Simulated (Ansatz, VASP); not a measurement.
**One calculation of Re, two programs**

```
Re
1.0
     2.70444    0.00000    0.00000
    -1.35222    2.34211    0.00000
     0.00000    0.00000    4.36719
Re
2
Cartesian
  1.3522 0.7807 3.2754
  0.0000 1.5614 1.0918
```

Alike in both runs: task single point; functional r2SCAN; dispersion D4; k mesh 11 × 11 × 6; occupations fermi-dirac, width 0.05 eV; no spin polarisation.

|  | VASP | Ansatz |
| --- | --- | --- |
| version | VASP 6.6.1 | Ansatz 0.2.0 |
| potentials or method | VASP PAW PBE potentials, release 64 (Re) | Ansatz PAW |
| plane-wave cutoff (eV) | 520 | 500 |
| valence electrons in the cell | 14 | 30 |

|  | VASP | Ansatz | Ansatz less VASP |
| --- | --- | --- | --- |
| gap on the k mesh at the Fermi level (eV) | none | none | - |
| pressure (GPa) | 25.3 | 24.7 | -0.60 |
| traceless stress, the component that is largest in VASP (GPa) | 0.58 | 0.63 | +0.047 |

VASP's potentials were made for PBE, not for r2SCAN. A gap of «none» marks a metal or a gap that the smearing closes. VASP's potentials hold 14 valence electrons a cell and Ansatz's 30, so a difference there can come from the potentials and not from the codes.

Neither program's run includes spin-orbit coupling.
